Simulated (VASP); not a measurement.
# Nb2Te2S (P-3m1) in VASP: single point with PBE

Aim: the single point of Nb2Te2S with PBE.

Program: VASP 6.6.1. These are calculated values, not measurements. Logs are shortened: lines on timing, memory, paths and dates and some standing lists are left out, and cuts for length are marked.

### 1 The cell of the first run

Symmetry: P-3m1, No. 164, trigonal system. Conventional cell: a = 4.385 Å, b = 4.385 Å, c = 8.204 Å, α = 90.00°, β = 90.00°, γ = 120.00°. Nb (site symmetry 3m) has 3 S at 2.63 Å and 4 Te at 2.87 to 2.92 Å and 3 Nb at 2.90 Å within 3.5 Å. Te (site symmetry 3m) has 4 Nb at 2.87 to 2.92 Å and 3 S at 3.33 Å within 3.8 Å. Within 3.5 Å of S (site symmetry -3m) lie 6 Nb at 2.63 Å and 6 Te at 3.33 Å.

### 2 Single point, PBE

Contents of INCAR:

```
PREC     = Accurate       # precision mode
ENCUT    = 520            # plane-wave cutoff, eV
EDIFF    = 1E-6           # SCF threshold, eV
ISMEAR   = 0              # smearing method
SIGMA    = 0.1            # smearing width, eV
LREAL    = False          # projectors in reciprocal space
LASPH    = True           # aspherical terms in the spheres
NELM     = 80             # most SCF steps
ALGO     = Normal         # electronic algorithm
ISIF     = 2              # what is computed and relaxed
LWAVE    = False          # write WAVECAR
LCHARG   = False          # write CHGCAR
GGA      = PE             # functional
NBANDS   = 30             # bands
```

Contents of KPOINTS:

```
Automatic mesh
0
Gamma
  12 12 6
```

Contents of POSCAR:

```
Nb2Te2S
1.0
    4.3850732066      0.0000000000      0.0000000000
   -2.1925366033      3.7975847943      0.0000000000
    0.0000000000      0.0000000000      8.2037598000
Nb Te S
2 2 1
Direct
    0.3333333333      0.6666666667      0.0862300000
    0.6666666667      0.3333333333      0.9137700000
    0.3333333333      0.6666666667      0.7367840000
    0.6666666667      0.3333333333      0.2632160000
    0.0000000000      0.0000000000      0.0000000000
```

Potentials or basis: VASP PAW PBE potentials, release 64 (Nb_sv, Te, S).

Command:

```console
$ cat potpaw_PBE.64/Nb_sv/POTCAR potpaw_PBE.64/Te/POTCAR potpaw_PBE.64/S/POTCAR > POTCAR
$ mpirun -np 1 vasp_std > vasp.out
```

OUTCAR:

```text
PREC = Accurate
   ENCUT = 520
   EDIFF = 1E-6
   ISMEAR = 0
   LREAL = False
   LASPH = True
   NELM = 80
   ISIF = 2
   GGA = PE

 ion  position               nearest neighbor table
   1  0.333  0.667  0.086-   5 2.63   5 2.63   5 2.63   3 2.87   2 2.90   2 2.90   2 2.90   4 2.92
                             4 2.92   4 2.92
   2  0.667  0.333  0.914-   5 2.63   5 2.63   5 2.63   4 2.87   1 2.90   1 2.90   1 2.90   3 2.92
                             3 2.92   3 2.92
   3  0.333  0.667  0.737-   1 2.87   2 2.92   2 2.92   2 2.92
   4  0.667  0.333  0.263-   2 2.87   1 2.92   1 2.92   1 2.92
   5  0.000  0.000  0.000-   1 2.63   2 2.63   1 2.63   2 2.63   2 2.63   1 2.63

  LATTYP: Found a hexagonal cell.
 ALAT       =     4.3850732066
 C/A-ratio  =     1.8708375923

  Lattice vectors:

 A1 = (   4.3850732066,   0.0000000000,   0.0000000000)
 A2 = (  -2.1925366033,   3.7975847943,   0.0000000000)
 A3 = (   0.0000000000,   0.0000000000,   8.2037598000)

Analysis of symmetry for initial positions (statically):
=====================================================================
 Subroutine PRICEL returns:
 Original cell was already a primitive cell.

 Routine SETGRP: Setting up the symmetry group for a
 hexagonal supercell.

 Subroutine GETGRP returns: Found 12 space group operations
 (whereof 12 operations were pure point group operations)
 out of a pool of 24 trial point group operations.

The static configuration has the point symmetry D_3d.

Analysis of symmetry for dynamics (positions and initial velocities):
=====================================================================
 Subroutine PRICEL returns:
 Original cell was already a primitive cell.

 Routine SETGRP: Setting up the symmetry group for a
 hexagonal supercell.

 Subroutine GETGRP returns: Found 12 space group operations
 (whereof 12 operations were pure point group operations)
 out of a pool of 24 trial point group operations.

The dynamic configuration has the point symmetry D_3d.

 Subroutine INISYM returns: Found 12 space group operations
 (whereof 12 operations are pure point group operations),
 and found     1 'primitive' translations

----------------------------------------------------------------------------------------

                                     Primitive cell

  volume of cell :     136.6146

  direct lattice vectors                    reciprocal lattice vectors
     4.385073207  0.000000000  0.000000000     0.228046364  0.131662630  0.000000000
    -2.192536603  3.797584794  0.000000000     0.000000000  0.263325259  0.000000000
     0.000000000  0.000000000  8.203759800     0.000000000  0.000000000  0.121895329

  length of vectors
     4.385073207  4.385073207  8.203759800     0.263325259  0.263325259  0.121895329

  position of ions in fractional coordinates (direct lattice)
     0.333333333  0.666666667  0.086230000
     0.666666667  0.333333333  0.913770000
     0.333333333  0.666666667  0.736784000
     0.666666667  0.333333333  0.263216000
     0.000000000  0.000000000  0.000000000

  ion indices of the primitive-cell ions
   primitive index   ion index
                 1           1
                 2           2
                 3           3
                 4           4
                 5           5

----------------------------------------------------------------------------------------

 KPOINTS: Automatic mesh

Automatic generation of k-mesh.
 Grid dimensions read from file:
 generate k-points for:   12   12    6

 Generating k-lattice:

  Cartesian coordinates                     Fractional coordinates (reciprocal lattice)
     0.019003864  0.010971886  0.000000000     0.083333333  0.000000000  0.000000000
     0.000000000  0.021943772  0.000000000     0.000000000  0.083333333  0.000000000
     0.000000000  0.000000000  0.020315888     0.000000000  0.000000000  0.166666667

  Length of vectors
     0.021943772  0.021943772  0.020315888

  Shift w.r.t. Gamma in fractional coordinates (k-lattice)
     0.000000000  0.000000000  0.000000000

 Subroutine IBZKPT returns following result:
 ===========================================

 Found    100 irreducible k-points:

 Following reciprocal coordinates:
            Coordinates               Weight
  0.000000  0.000000  0.000000      1.000000
  0.083333 -0.000000  0.000000      6.000000
  0.166667 -0.000000  0.000000      6.000000
  0.250000 -0.000000  0.000000      6.000000
  0.333333  0.000000  0.000000      6.000000
  0.416667 -0.000000  0.000000      6.000000
[... 16 lines left out ...]
  0.166667 -0.000000  0.166667      6.000000
  0.000000  0.166667  0.166667      6.000000
 [... further k-points ...]
   k-points           NKPTS =    100   k-points in BZ     NKDIM =    100   number of bands    NBANDS=     30
   number of dos      NEDOS =    301   number of ions     NIONS =      5
   total plane-waves  NPLWV =  82944
   dimension x,y,z NGX =    36 NGY =   36 NGZ =   64
   dimension x,y,z NGXF=    72 NGYF=   72 NGZF=  128
   ions per type =               2   2   1
   NGX,Y,Z   is equivalent  to a cutoff of  13.65, 13.65, 12.97 a.u.
   NGXF,Y,Z  is equivalent  to a cutoff of  27.30, 27.30, 25.94 a.u.
 SYSTEM =  unknown system
   PREC   = accura    normal or accurate (medium, high low for compatibility)
   ISTART =      0    job   : 0-new  1-cont  2-samecut
   ICHARG =      2    charge: 1-file 2-atom 10-const
   ISPIN  =      1    spin polarized calculation?
   LNONCOLLINEAR =      F non collinear calculations
   LSORBIT =      F    spin-orbit coupling
   LASPH  =      T    aspherical Exc in radial PAW
   ENCUT  =  520.0 eV  38.22 Ry    6.18 a.u.   8.15  8.15 15.25*2*pi/ulx,y,z
   NELM   =     80;   NELMIN=  2; NELMDL= -5     # of ELM steps
   EDIFF  = 0.1E-05   stopping-criterion for ELM
   LREAL  =      F    real-space projection
   EDIFFG = 0.1E-04   stopping-criterion for IOM
   NSW    =      0    number of steps for IOM
   IBRION =     -1    ionic relax: 0-MD 1-quasi-New 2-CG
   NFREE  =      0    steps in history (QN), initial steepest desc. (CG)
   ISIF   =      2    stress and relaxation
   ISYM   =      2    0-nonsym 1-usesym 2-fastsym
   POTIM  = 0.5000    time-step for ionic-motion
   TEBEG  =    0.0;   TEEND  =   0.0 temperature during run
   PSTRESS=    0.0 pullay stress
   NELECT =      44.0000    total number of electrons
   NUPDOWN=      -1.0000    fix difference up-down
   EMIN   =  10.00;   EMAX   =-10.00  energy-range for DOS
   EFERMI =   0.00;   METHOD = LEGACY
   ISMEAR =     0;   SIGMA  =   0.10  broadening in eV -4-tet -1-fermi 0-gaus
   EFERMI_NEDOS =   21; number of points for ismear=-14 and -15
   IALGO  =     38    algorithm
   IMIX   =      4    mixing-type and parameters
     AMIX     =   0.40;   BMIX     =  1.00
     AMIX_MAG =   1.60;   BMIX_MAG =  1.00
  volume/ion in A,a.u.               =      27.32       184.38
  Fermi-wavevector in a.u.,A,eV,Ry     =   1.122173  2.120600 17.133451  1.259273
  Thomas-Fermi vector in A             =   2.258832
   LORBIT       =      0    0 simple, 1 ext, 2 COOP (PROOUT), +10 PAW based schemes
   GGA     = PE    functional components
   LHFCALC =     F    Hartree Fock is set to
   AEXX    =    0.0000 exact exchange contribution
   IVDW    =     0    specifies the selected vdW correction
   LEPSILON=     F    determine dielectric tensor
   LRPA    =     F    only Hartree local field effects (RPA)
 non-spin polarized calculation
 Gauss-broadening in eV      SIGMA  =   0.10
  energy-cutoff  :      520.00
  volume of cell :      136.61
 maximum number of plane-waves:      3733
 NGX is ok and might be reduce to    36
   NGX = 17   NGY = 17   NGZ = 31

 number of electron      44.0000001 magnetization

 Free energy of the ion-electron system (eV)
  ---------------------------------------------------
  ext. energy  EPLUGINS =         0.00000000
  ---------------------------------------------------
  free energy    TOTEN  =       -33.94002562 eV

  energy without entropy =      -33.93834548  energy(sigma->0) =      -33.93918555

 E-fermi :   6.0891     XC(G=0):  -9.3556

 val. band max:        6.0699778545   @ k =   0.3333   0.3333   0.3333
 cond. band min:       6.1022156698   @ k =   0.3333   0.3333   0.1667
 fundamental gap:      0.0322378153
 Fermi energy:         6.0890610209

 k-point     1 :       0.0000    0.0000    0.0000
  band No.  band energies     occupation
      1     -48.9400      2.00000
      2     -48.8036      2.00000
      3     -25.1219      2.00000
      4     -25.1219      2.00000
      5     -25.1164      2.00000
      6     -24.9447      2.00000
[... 22 lines left out ...]
     29       9.9649      0.00000
     30      11.0252      0.00000

 k-point     2 :       0.0833   -0.0000    0.0000
  band No.  band energies     occupation
      1     -48.9379      2.00000
      2     -48.8056      2.00000
      3     -25.1348      2.00000
      4     -25.1266      2.00000
      5     -25.1206      2.00000
      6     -24.9322      2.00000
[... 22 lines left out ...]
     29      10.2127      0.00000
     30      10.5368      0.00000

 k-point     3 :       0.1667   -0.0000    0.0000
  band No.  band energies     occupation
      1     -48.9318      2.00000
      2     -48.8115      2.00000
      3     -25.1642      2.00000
      4     -25.1390      2.00000
      5     -25.1317      2.00000
      6     -24.9046      2.00000
[... 22 lines left out ...]
     29       9.9320      0.00000
     30      10.1943      0.00000

 k-point     4 :       0.2500   -0.0000    0.0000
  band No.  band energies     occupation
      1     -48.9223      2.00000
      2     -48.8206      2.00000
      3     -25.1967      2.00000
      4     -25.1550      2.00000
      5     -25.1464      2.00000
      6     -24.8758      2.00000
[... 22 lines left out ...]
     29       9.7973      0.00000
     30      10.1276      0.00000

 k-point     5 :       0.3333    0.0000    0.0000
  band No.  band energies     occupation
      1     -48.9106      2.00000
      2     -48.8319      2.00000
      3     -25.2243      2.00000
      4     -25.1699      2.00000
      5     -25.1605      2.00000
      6     -24.8533      2.00000
[... 22 lines left out ...]
     29       9.6741      0.00000
     30      10.1718      0.00000
[... 526 lines left out ...]
     29      10.4602      0.00000
     30      10.5342      0.00000

 k-point    22 :       0.0000    0.0833    0.1667
  band No.  band energies     occupation
      1     -48.9379      2.00000
      2     -48.8056      2.00000
      3     -25.1348      2.00000
      4     -25.1266      2.00000
      5     -25.1206      2.00000
      6     -24.9322      2.00000
[... 22 lines left out ...]
     29      10.3684      0.00000
     30      10.5932      0.00000

 k-point    23 :       0.1667   -0.0000    0.1667
  band No.  band energies     occupation
      1     -48.9318      2.00000
      2     -48.8115      2.00000
      3     -25.1642      2.00000
      4     -25.1390      2.00000
      5     -25.1317      2.00000
      6     -24.9046      2.00000
[... 22 lines left out ...]
     29      10.0228      0.00000
     30      10.1432      0.00000

 k-point    24 :       0.0000    0.1667    0.1667
  band No.  band energies     occupation
      1     -48.9318      2.00000
      2     -48.8115      2.00000
      3     -25.1642      2.00000
      4     -25.1390      2.00000
      5     -25.1317      2.00000
      6     -24.9046      2.00000
[... 22 lines left out ...]
     29       9.7129      0.00000
     30      10.2202      0.00000

 [... further k-points ...]
[... 5 lines left out ...]
  --------------------------------------------------------------------------------------
  -------------------------------------------------------------------------------------
  Total       -0.1282010     -0.1282010     -0.0965877      0.0000000      0.0000000      0.0000000
  in kB       -1.5035042     -1.5035042     -1.1327527      0.0000000      0.0000000      0.0000000
  external PRESSURE =      -1.3799204 kB  Pullay stress =       0.0000000 kB

 VOLUME and BASIS-vectors are now :
 -----------------------------------------------------------------------------
  energy-cutoff  :      520.00
  volume of cell :      136.61
      direct lattice vectors                 reciprocal lattice vectors
     4.385073207  0.000000000  0.000000000     0.228046364  0.131662630  0.000000000
    -2.192536603  3.797584794  0.000000000     0.000000000  0.263325259  0.000000000
     0.000000000  0.000000000  8.203759800     0.000000000  0.000000000  0.121895329

 POSITION                                       TOTAL-FORCE (eV/Angst)
 -----------------------------------------------------------------------------------
     -0.00000      2.53172      0.70741         0.000000     -0.000000     -0.013870
      2.19254      1.26586      7.49635        -0.000000      0.000000      0.013870
     -0.00000      2.53172      6.04440         0.000000      0.000000      0.011541
      2.19254      1.26586      2.15936         0.000000     -0.000000     -0.011541
      0.00000      0.00000      0.00000         0.000000      0.000000      0.000000
 -----------------------------------------------------------------------------------
    total drift:                                0.000000      0.000000      0.000000

  FREE ENERGIE OF THE ION-ELECTRON SYSTEM (eV)
  ---------------------------------------------------
  free  energy   TOTEN  =       -33.9400256245 eV

  energy  without entropy=      -33.9383454847  energy(sigma->0) =      -33.93918555
```

Wall time 12 min (1 thread of AMD EPYC 7R43 (Zen 3), shared host); peak memory 0.48 GiB.

Results:

| Quantity | Value |
| --- | --- |
| Free energy | -33.9400 eV |
| Pressure | -0.1 GPa |
| Largest force | 0.014 eV/Å |
| Band gap on the k mesh | zero (band 22 reaches 6.12 eV, above the bottom of band 23 at 6.05 eV) |

Forces in eV/Å, atoms in the order of the input:
```
Nb   0.000  0.000 -0.014
Nb   0.000  0.000  0.014
Te   0.000  0.000  0.012
Te   0.000  0.000 -0.012
S    0.000  0.000  0.000
```

Caveat: spin-orbit coupling is left out, which moves the levels of the heavy elements; this functional lacks dispersion, which binds the layers, so the pressure and a relaxed spacing across them are unreliable.
